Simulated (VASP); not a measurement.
A run of VASP 6.6.1 is set up as follows.

Contents of INCAR:

```
  ALGO = Normal
  EDIFF = 1E-6
  ENCUT = 1000
  GGA = PS
  GGA_COMPAT = F
  ISIF = 2
  ISMEAR = -1
  ISPIN = 2
  LASPH = T
  LCHARG = T
  LELF = T
  LORBIT = 11
  LREAL = F
  LVHAR = T
  LWAVE = F
  MAGMOM = 1 1
  NBANDS = 17
  NELM = 200
  NELMDL = -8
  PREC = Accurate
  SIGMA = 0.02
```

KPOINTS

```
k-points
0
Gamma
  1 1 1
```

Contents of POSCAR:

```
O
1.0
    9.0000000000      0.0000000000      0.0000000000
    0.0000000000      9.5000000000      0.0000000000
    0.0000000000      0.0000000000     10.0000000000
O
2
Direct
    0.5000000000      0.5000000000      0.4395039395
    0.5000000000      0.5000000000      0.5604960605
```

Potentials or basis: VASP PAW PBE potentials, release 64 (O_h).

Run with:

```sh
$ cat potpaw_PBE.64/O_h/POTCAR > POTCAR
$ mpirun -np 1 vasp_gam > vasp.out
```

Estimate the gap between the frontier levels.

2.27 eV.

What does it give for the largest force?

0.212 eV/Å.

Forces in eV/Å, atoms in the order of the input:
```
O    0.000  0.000 -0.212
O    0.000  0.000  0.212
```

Caveat: the PAW data sets were made with another functional, which shifts forces and pressure a little.
